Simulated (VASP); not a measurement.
# TlAs2 (Fm-3m) in VASP: notebook, part 2 of 2

VASP 6.6.1.

### 5 Single point, PBE

This run uses another cell than the first one, of 26.78 Å³/atom.

File INCAR:

```
SYSTEM = TlAs2
ALGO = Normal ; EDIFF = 1E-7
ENCUT = 520 ; GGA = PE
ISIF = 2 ; ISMEAR = 0
LASPH = .True. ; LCHARG = .False.
LREAL = .False. ; LWAVE = .False.
NBANDS = 18 ; NELM = 80
PREC = Accurate ; SIGMA = 0.1
```

File KPOINTS:

```
k-points
0
Gamma
  12 12 12
  0 0 0
```

File POSCAR:

```
TlAs2
1.0
    0.0000000000      3.4246663181      3.4246663181
    3.4246663181      0.0000000000      3.4246663181
    3.4246663181      3.4246663181      0.0000000000
Tl As
1 2
Direct
    0.0000000000      0.0000000000      0.0000000000
    0.2500000000      0.2500000000      0.2500000000
    0.7500000000      0.7500000000      0.7500000000
```

Potentials or basis: VASP PAW PBE potentials, release 64 (Tl_d, As).

On the command line:

```console
> cat potpaw_PBE.64/Tl_d/POTCAR potpaw_PBE.64/As/POTCAR > POTCAR
> mpirun -np 1 vasp_std > vasp.out
```

OUTCAR:

```text
SYSTEM = TlAs2
   EDIFF = 1E-7
   ENCUT = 520
   GGA = PE
   ISIF = 2
   ISMEAR = 0
   LASPH = .True.
   LREAL = .False.
   NELM = 80
   PREC = Accurate

 ion  position               nearest neighbor table
   1  0.000  0.000  0.000-   3 2.97   3 2.97   3 2.97   2 2.97   3 2.97   2 2.97   2 2.97   2 2.97

   2  0.250  0.250  0.250-   1 2.97   1 2.97   1 2.97   1 2.97
   3  0.750  0.750  0.750-   1 2.97   1 2.97   1 2.97   1 2.97

[... 699 lines left out ...]

  FORCE on cell =-STRESS in cart. coord.  units (eV):
  Direction    XX          YY          ZZ          XY          YZ          ZX
  --------------------------------------------------------------------------------------
  -------------------------------------------------------------------------------------
  Total        0.0005372      0.0005372      0.0005372      0.0000000      0.0000000      0.0000000
  in kB        0.0107148      0.0107148      0.0107148      0.0000000      0.0000000      0.0000000
  external PRESSURE =       0.0107148 kB  Pullay stress =       0.0000000 kB

 VOLUME and BASIS-vectors are now :
 -----------------------------------------------------------------------------
  energy-cutoff  :      520.00
  volume of cell :       80.33
      direct lattice vectors                 reciprocal lattice vectors
     0.000000000  3.424666318  3.424666318    -0.145999626  0.145999626  0.145999626
     3.424666318  0.000000000  3.424666318     0.145999626 -0.145999626  0.145999626
     3.424666318  3.424666318  0.000000000     0.145999626  0.145999626 -0.145999626

 POSITION                                       TOTAL-FORCE (eV/Angst)
 -----------------------------------------------------------------------------------
      0.00000      0.00000      0.00000         0.000000     -0.000000      0.000000
      1.71233      1.71233      1.71233        -0.000000     -0.000000     -0.000000
      5.13700      5.13700      5.13700         0.000000      0.000000      0.000000
 -----------------------------------------------------------------------------------
    total drift:                               -0.000000      0.000000      0.000000

  FREE ENERGIE OF THE ION-ELECTRON SYSTEM (eV)
  ---------------------------------------------------
  free  energy   TOTEN  =        -9.7727228915 eV

  energy  without entropy=       -9.7634503187  energy(sigma->0) =       -9.76808661
```

OSZICAR:

```text
N       E                     dE             d eps       ncg     rms          rms(c)
DAV:   1     0.978778612438E+02    0.97878E+02   -0.10436E+04  2624   0.107E+03
DAV:   2    -0.628036398380E+01   -0.10416E+03   -0.10238E+03  3172   0.220E+02
DAV:   3    -0.979286597167E+01   -0.35125E+01   -0.34638E+01  3014   0.349E+01
DAV:   4    -0.982241862189E+01   -0.29553E-01   -0.29520E-01  3004   0.347E+00
DAV:   5    -0.982271551560E+01   -0.29689E-03   -0.29689E-03  2954   0.368E-01    0.657E+00
DAV:   6    -0.977377417079E+01    0.48941E-01   -0.11835E-01  2760   0.371E+00    0.449E+00
DAV:   7    -0.977329124559E+01    0.48293E-03   -0.43367E-02  2948   0.203E+00    0.811E-01
DAV:   8    -0.977237675499E+01    0.91449E-03   -0.85019E-03  2706   0.911E-01    0.650E-02
DAV:   9    -0.977260421576E+01   -0.22746E-03   -0.70285E-04  2800   0.167E-01    0.423E-02
DAV:  10    -0.977271475991E+01   -0.11054E-03   -0.14603E-04  2814   0.796E-02    0.266E-02
DAV:  11    -0.977272158004E+01   -0.68201E-05   -0.29394E-05  2840   0.519E-02    0.900E-03
DAV:  12    -0.977272292511E+01   -0.13451E-05   -0.81159E-06  2808   0.220E-02    0.188E-03
DAV:  13    -0.977272289152E+01    0.33596E-07   -0.49559E-07  2848   0.446E-03
   1 F= -.97727229E+01 E0= -.97680866E+01  d E =-.927257E-02
```

stdout:

```text
POSCAR found type information on POSCAR TlAs
 POSCAR found :  2 types and       3 ions
 scaLAPACK will be used
 LDA part: xc-table for (Slater+PW92), standard interpolation
 POSCAR, INCAR and KPOINTS ok, starting setup
 FFT: planning ... GRIDC
 FFT: planning ... GRID_SOFT
 FFT: planning ... GRID
 WAVECAR not read
 entering main loop
```

It took 60 s on 1 thread of AMD EPYC 9R45 (Zen 5), shared host; peak memory 0.24 GiB.

What came out:

```
Free energy            : -9.7727 eV
Pressure               : 0.0 GPa
Band gap on the k mesh : zero (an odd number of electrons rules out a gap without spin polarisation)
```

Caveat: spin-orbit coupling is left out, which moves the levels of the heavy elements.

### 6 Relaxation of cell and atoms, PBE

File INCAR:

```
ALGO     = Normal         # electronic algorithm
EDIFF    = 1E-7           # SCF threshold, eV
EDIFFG   = -0.01          # ionic threshold
ENCUT    = 600            # plane-wave cutoff, eV
GGA      = PE             # functional
IBRION   = 2              # ionic algorithm
ISIF     = 3              # what is computed and relaxed
ISMEAR   = 0              # smearing method
LASPH    = T              # aspherical terms in the spheres
LCHARG   = F              # write CHGCAR
LREAL    = F              # projectors in reciprocal space
LWAVE    = F              # write WAVECAR
NELM     = 80             # most SCF steps
NSW      = 100            # ionic steps
PREC     = Accurate       # precision mode
SIGMA    = 0.1            # smearing width, eV
```

File KPOINTS:

```
k-points
0
Gamma
  12 12 12
```

File POSCAR:

```
TlAs2
1.0
    0.0000000000      3.4173945222      3.4173945222
    3.4173945222      0.0000000000      3.4173945222
    3.4173945222      3.4173945222      0.0000000000
Tl As
1 2
Direct
    0.0000000000      0.0000000000      0.0000000000
    0.2500000000      0.2500000000      0.2500000000
    0.7500000000      0.7500000000      0.7500000000
```

Potentials or basis: VASP PAW PBE potentials, release 64 (Tl_d, As).

On the command line:

```console
> cat potpaw_PBE.64/Tl_d/POTCAR potpaw_PBE.64/As/POTCAR > POTCAR
> mpirun -np 1 vasp_std > vasp.out
```

OUTCAR:

```text
EDIFF = 1E-7
   EDIFFG = -0.01
   ENCUT = 600
   GGA = PE
   IBRION = 2
   ISIF = 3
   ISMEAR = 0
   LASPH = T
   LREAL = F
   NELM = 80
   NSW = 100
   PREC = Accurate

 ion  position               nearest neighbor table
   1  0.000  0.000  0.000-   3 2.96   3 2.96   3 2.96   2 2.96   2 2.96   2 2.96   3 2.96   2 2.96

   2  0.250  0.250  0.250-   1 2.96   1 2.96   1 2.96   1 2.96
   3  0.750  0.750  0.750-   1 2.96   1 2.96   1 2.96   1 2.96

  LATTYP: Found a face centered cubic cell.
 ALAT       =     6.8347890444

  Lattice vectors:

 A1 = (   0.0000000000,   3.4173945222,   3.4173945222)
 A2 = (   3.4173945222,   0.0000000000,   3.4173945222)
 A3 = (   3.4173945222,   3.4173945222,   0.0000000000)

Analysis of symmetry for initial positions (statically):
=====================================================================
 Subroutine PRICEL returns:
 Original cell was already a primitive cell.

 Routine SETGRP: Setting up the symmetry group for a
 face centered cubic supercell.

 Subroutine GETGRP returns: Found 48 space group operations
 (whereof 48 operations were pure point group operations)
 out of a pool of 48 trial point group operations.

The static configuration has the point symmetry O_h .

Analysis of symmetry for dynamics (positions and initial velocities):
=====================================================================
 Subroutine PRICEL returns:
 Original cell was already a primitive cell.

 Routine SETGRP: Setting up the symmetry group for a
 face centered cubic supercell.

 Subroutine GETGRP returns: Found 48 space group operations
 (whereof 48 operations were pure point group operations)
 out of a pool of 48 trial point group operations.

The dynamic configuration has the point symmetry O_h .

 Subroutine INISYM returns: Found 48 space group operations
 (whereof 48 operations are pure point group operations),
 and found     1 'primitive' translations

----------------------------------------------------------------------------------------

                                     Primitive cell

[... 137 lines left out ...]
  ext. energy  EPLUGINS =         0.00000000
  ---------------------------------------------------
  free energy    TOTEN  =        -9.77210676 eV

  energy without entropy =       -9.76285224  energy(sigma->0) =       -9.76747950

------------------------ aborting loop because EDIFF is reached ----------------------------------------

  FORCE on cell =-STRESS in cart. coord.  units (eV):
  Direction    XX          YY          ZZ          XY          YZ          ZX
  --------------------------------------------------------------------------------------
  -------------------------------------------------------------------------------------
  Total        0.1765530      0.1765530      0.1765530      0.0000000      0.0000000      0.0000000
  in kB        3.5438098      3.5438098      3.5438098      0.0000000      0.0000000      0.0000000
  external PRESSURE =       3.5438098 kB  Pullay stress =       0.0000000 kB
[... 61 lines left out ...]
--------------------------------------- Ionic step        3  -------------------------------------------

 number of electron      23.0000002 magnetization

 Free energy of the ion-electron system (eV)
  ---------------------------------------------------
  ext. energy  EPLUGINS =         0.00000000
  ---------------------------------------------------
  free energy    TOTEN  =        -9.77269466 eV

  energy without entropy =       -9.76342077  energy(sigma->0) =       -9.76805771

 E-fermi :   4.4828     XC(G=0):  -9.4690

 val. band max:        4.4769387815   @ k =  -0.4167   0.3333   0.0000
 cond. band min:       4.4888470789   @ k =  -0.4167   0.4167   0.0000
 fundamental gap:      0.0119082974
 Fermi energy:         4.4827853668

 k-point     1 :       0.0000    0.0000    0.0000
  band No.  band energies     occupation
      1      -8.1426      2.00000
      2      -7.0235      2.00000
      3      -7.0235      2.00000
      4      -7.0235      2.00000
      5      -6.8371      2.00000
      6      -6.8371      2.00000
      7      -4.4626      2.00000
      8       1.9346      2.00000
      9       2.8626      2.00000
     10       2.8626      2.00000
     11       2.8626      2.00000
     12       4.2700      1.99738
     13       4.2700      1.99738
     14       4.2700      1.99738
[... 401 lines left out ...]
      2      -7.1443      2.00000
      3      -6.9642      2.00000
      4      -6.8470      2.00000
      5      -6.8332      2.00000
      6      -6.0225      2.00000
      7      -5.6563      2.00000
      8      -1.6498      2.00000
      9       1.6882      2.00000
     10       1.7593      2.00000
     11       2.9677      2.00000
     12       4.1863      1.99997
     13       4.9507      0.00000
     14       6.2515      0.00000
     15       9.7365      0.00000

 [... further k-points ...]

------------------------ aborting loop because EDIFF is reached ----------------------------------------

  FORCE on cell =-STRESS in cart. coord.  units (eV):
  Direction    XX          YY          ZZ          XY          YZ          ZX
  --------------------------------------------------------------------------------------
  -------------------------------------------------------------------------------------
  Total        0.0002033      0.0002033      0.0002033     -0.0000000      0.0000000      0.0000000
  in kB        0.0040535      0.0040535      0.0040535     -0.0000000      0.0000000      0.0000000
  external PRESSURE =       0.0040535 kB  Pullay stress =       0.0000000 kB
[... 18 lines left out ...]
  FREE ENERGIE OF THE ION-ELECTRON SYSTEM (eV)
  ---------------------------------------------------
  free  energy   TOTEN  =        -9.7726946563 eV

  energy  without entropy=       -9.7634207654  energy(sigma->0) =       -9.76805771

 reached required accuracy - stopping structural energy minimisation
```

CONTCAR:

```text
TlAs2
   1.00000000000000
     0.0000000000000000    3.4250773545847073    3.4250773545847073
     3.4250773545847073    0.0000000000000000    3.4250773545847073
     3.4250773545847073    3.4250773545847073    0.0000000000000000
  Tl              As
     1     2
Direct
     0.0000000000000000    0.0000000000000000    0.0000000000000000
     0.2500000000000000    0.2500000000000000    0.2500000000000000
     0.7500000000000000    0.7500000000000000    0.7500000000000000

  0.00000000E+00  0.00000000E+00  0.00000000E+00
  0.00000000E+00  0.00000000E+00  0.00000000E+00
  0.00000000E+00  0.00000000E+00  0.00000000E+00
```

It took 2.6 min on 1 thread of AMD EPYC 9R45 (Zen 5), shared host; peak memory 0.29 GiB.

Results:

```yaml
Free_energy: -9.7727 eV
Relaxed_volume: 26.79 Å³/atom
Relaxed_cell: a = 4.844 Å, b = 4.844 Å, c = 4.844 Å, α = 60.00°, β = 60.00°, γ = 60.00°
Space_group_after_relaxing_to_0.1_Å: Fm-3m (No. 225)
Energy_gained_by_relaxing: 0.2 meV/atom
Ionic_steps: 3
Pressure_after_relaxing: 0.0 GPa
Band_gap_on_the_k_mesh: zero (an odd number of electrons rules out a gap without spin polarisation)
```

The path:
```
step  energy change (eV)  largest force (eV/Å)  pressure (GPa)  volume (Å³)
   1              0.0000                0.0000            0.35        79.82
   2             -0.0005                0.0000           -0.09        80.50
   3             -0.0006                0.0000            0.00        80.36
```

Final structure:
```xyz
3
Lattice="0.0000 3.4251 3.4251 3.4251 0.0000 3.4251 3.4251 3.4251 0.0000" Properties=species:S:1:pos:R:3 pbc="T T T"
Tl    0.0000    0.0000    0.0000
As    1.7125    1.7125    1.7125
As    5.1376    5.1376    5.1376
```

Caveat: spin-orbit coupling is left out, which moves the levels of the heavy elements.

### 7 The runs side by side

```tsv
task	cell	k mesh	cutoff (eV)	gap on the mesh (eV)	pressure (GPa)	relaxed volume (Å³/atom)
single point	a = 4.833 Å, angles 60.0°, 3 atoms	4 × 4 × 4	520	none	0.3	-
single point	a = 4.608 Å, angles 60.0°, 3 atoms	6 × 6 × 6	520	none	11.0	-
relaxation of cell and atoms	relaxed from a = 4.608 Å, angles 60.0°, 3 atoms	4 × 4 × 4	600	none	0.0	26.75
single point	a = 4.843 Å, angles 60.0°, 3 atoms	12 × 12 × 12	520	none	0.0	-
relaxation of cell and atoms	relaxed from a = 4.833 Å, angles 60.0°, 3 atoms	12 × 12 × 12	600	none	0.0	26.79
```

Alike in all rows: level PBE; potentials or basis VASP PAW PBE potentials, release 64 (Tl_d, As); no spin polarisation; smearing gaussian 0.1 eV.

Caveats: some runs use coarse meshes; spin-orbit coupling is left out, which moves the levels of the heavy elements; the cell stands under pressure (at least some runs); the volume moved by over 15 % at a fixed basis, so the end points are rough (at least some runs).

Total energies depend on the potentials used, so only differences within one code and one set of settings carry meaning.

The gap in the log of VASP goes by the Fermi energy; the results here count the filled bands.